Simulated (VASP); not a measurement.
# Zn (Im-3m) in VASP: further runs, part 2 of 2

VASP 6.6.1. The steps go on from the part before.

## (3) Single point, PBEsol

This run uses another cell than the first one, of 14.29 Å³/atom, 1.028 times its volume.

INCAR reads:

```
PREC = Accurate
ENCUT = 520
EDIFF = 1E-6
ISMEAR = 1
SIGMA = 0.05
LREAL = False
LASPH = True
NELM = 100
ALGO = Normal
ISIF = 2
LWAVE = False
LCHARG = False
GGA = PS
NBANDS = 12
```

KPOINTS reads:

```
regular mesh
0
Gamma
  10 10 10
```

POSCAR reads:

```
Zn
1.0
   -1.5287874042      1.5287874042      1.5287874042
    1.5287874042     -1.5287874042      1.5287874042
    1.5287874042      1.5287874042     -1.5287874042
Zn
1
Direct
    0.0000000000      0.0000000000      0.0000000000
```

Potentials or basis: VASP PAW PBE potentials, release 64 (Zn).

Run with:

```
cat potpaw_PBE.64/Zn/POTCAR > POTCAR
mpirun -np 1 vasp_std > vasp.out
```

OUTCAR:

```text
PREC = Accurate
   ENCUT = 520
   EDIFF = 1E-6
   ISMEAR = 1
   LREAL = False
   LASPH = True
   NELM = 100
   ISIF = 2
   GGA = PS

 ion  position               nearest neighbor table
   1  0.000  0.000  0.000-

  LATTYP: Found a body centered cubic cell.
 ALAT       =     3.0575748084

  Lattice vectors:

 A1 = (  -1.5287874042,   1.5287874042,   1.5287874042)
 A2 = (   1.5287874042,  -1.5287874042,   1.5287874042)
[... 538 lines left out ...]
     11      22.6831      0.00000
     12      24.9499      0.00000

 [... further k-points ...]

------------------------ aborting loop because EDIFF is reached ----------------------------------------

  FORCE on cell =-STRESS in cart. coord.  units (eV):
  Direction    XX          YY          ZZ          XY          YZ          ZX
  --------------------------------------------------------------------------------------
  -------------------------------------------------------------------------------------
  Total        0.0786401      0.0786401      0.0786401      0.0000000      0.0000000     -0.0000000
  in kB        8.8156321      8.8156321      8.8156321      0.0000000      0.0000000     -0.0000000
  external PRESSURE =       8.8156321 kB  Pullay stress =       0.0000000 kB

 VOLUME and BASIS-vectors are now :
 -----------------------------------------------------------------------------
  energy-cutoff  :      520.00
  volume of cell :       14.29
      direct lattice vectors                 reciprocal lattice vectors
    -1.528787404  1.528787404  1.528787404     0.000000000  0.327056593  0.327056593
     1.528787404 -1.528787404  1.528787404     0.327056593  0.000000000  0.327056593
     1.528787404  1.528787404 -1.528787404     0.327056593  0.327056593  0.000000000

 POSITION                                       TOTAL-FORCE (eV/Angst)
 -----------------------------------------------------------------------------------
      0.00000      0.00000      0.00000        -0.000000      0.000000     -0.000000
 -----------------------------------------------------------------------------------
    total drift:                                0.000000     -0.000000      0.000000

  FREE ENERGIE OF THE ION-ELECTRON SYSTEM (eV)
  ---------------------------------------------------
  free  energy   TOTEN  =        -1.4983081922 eV

  energy  without entropy=       -1.4978520139  energy(sigma->0) =       -1.49815613
```

OSZICAR:

```text
N       E                     dE             d eps       ncg     rms          rms(c)
DAV:   1     0.415441370714E+02    0.41544E+02   -0.64806E+03  1176   0.159E+03
DAV:   2    -0.474046854404E+00   -0.42018E+02   -0.39085E+02  1172   0.216E+02
DAV:   3    -0.164857980609E+01   -0.11745E+01   -0.11732E+01  1304   0.358E+01
DAV:   4    -0.165090599578E+01   -0.23262E-02   -0.23261E-02  1272   0.153E+00
DAV:   5    -0.165090764422E+01   -0.16484E-05   -0.16484E-05  1276   0.397E-02    0.337E+00
DAV:   6    -0.150991025869E+01    0.14100E+00   -0.76418E-01  1256   0.178E+01    0.244E+00
DAV:   7    -0.150193617941E+01    0.79741E-02   -0.14395E-02  1252   0.238E+00    0.125E+00
DAV:   8    -0.149831912705E+01    0.36171E-02   -0.12137E-03  1436   0.497E-01    0.288E-02
DAV:   9    -0.149830902921E+01    0.10098E-04   -0.11150E-04  1668   0.175E-01    0.260E-02
DAV:  10    -0.149830826472E+01    0.76449E-06   -0.10383E-05  1196   0.554E-02    0.136E-03
DAV:  11    -0.149830819223E+01    0.72488E-07   -0.92556E-08   668   0.473E-03
   1 F= -.14983082E+01 E0= -.14981561E+01  d E =-.456178E-03
```

Run time: 5.1 s. Hardware: 1 thread of Intel Xeon 6975P-C, shared host; peak memory 0.12 GiB.

Results:

```yaml
Free_energy: -1.4983 eV
Pressure: 0.9 GPa
Band_gap_on_the_k_mesh: zero (band 6 reaches 7.79 eV, above the bottom of band 7 at 2.64 eV)
```

Caveat: the PAW data sets were made with another functional, which shifts forces and pressure a little.

## (4) Single point, PBEsol

This run uses another cell than the first one, of 14.68 Å³/atom, 1.056 times its volume.

INCAR reads:

```
SYSTEM = Zn
PREC = Accurate ; ENCUT = 520
EDIFF = 1E-6 ; ISMEAR = 1
SIGMA = 0.05 ; LREAL = .False.
LASPH = .True. ; NELM = 80
ALGO = Normal ; ISIF = 2
LWAVE = .False. ; LCHARG = .True.
GGA = PS ; LELF = .True.
LVHAR = .True. ; NBANDS = 12
```

KPOINTS reads:

```
regular mesh
0
Gamma
  10 10 10
  0 0 0
```

POSCAR reads:

```
Zn
1.0
   -1.5424380140      1.5424380140      1.5424380140
    1.5424380140     -1.5424380140      1.5424380140
    1.5424380140      1.5424380140     -1.5424380140
Zn
1
Direct
    0.0000000000      0.0000000000      0.0000000000
```

Run with:

```
cat potpaw_PBE.64/Zn/POTCAR > POTCAR
mpirun -np 1 vasp_std > vasp.out
```

It took 4.7 s on 1 thread of Intel Xeon 6975P-C, shared host; peak memory 0.12 GiB.

The run converged. Its results:

- Free energy: -1.4976 eV
- Pressure: -1.3 GPa
- Band gap on the k mesh: zero (band 6 reaches 7.54 eV, above the bottom of band 7 at 2.38 eV)

Levels at points of the mesh, in eV from the Fermi level:
| k point | band 3 | band 4 | band 5 | band 6 | band 7 | band 8 | band 9 | band 10 |
| --- | --- | --- | --- | --- | --- | --- | --- | --- |
| (0.00, 0.00, 0.00) | -8.17 | -8.17 | -7.62 | -7.62 | 19.49 | 19.49 | 19.49 | 20.87 |
| (0.50, 0.00, 0.00) | -7.65 | -7.58 | -7.26 | -3.18 | -1.21 | 11.37 | 12.70 | 15.38 |
| (0.50, 0.50, 0.50) | -7.34 | -7.34 | -7.34 | 3.95 | 3.95 | 3.95 | 7.74 | 8.44 |

Caveat: the PAW data sets were made with another functional, which shifts forces and pressure a little.

## (5) Overview

```tsv
cell	gap on the mesh (eV)	pressure (GPa)
a = 2.624 Å, angles 109.5°, 1 atom	none	3.5
a = 2.648 Å, angles 109.5°, 1 atom	none	0.9
a = 2.672 Å, angles 109.5°, 1 atom	none	-1.3
```

Alike in all rows: task single point; level PBEsol; potentials or basis VASP PAW PBE potentials, release 64 (Zn); no spin polarisation; k mesh 10 × 10 × 10; cutoff (eV) 520; smearing methfessel-paxton 0.05 eV.

Caveats: the PAW data sets were made with another functional, which shifts forces and pressure a little.

Total energies depend on the potentials used, so only differences within one code and one set of settings carry meaning.
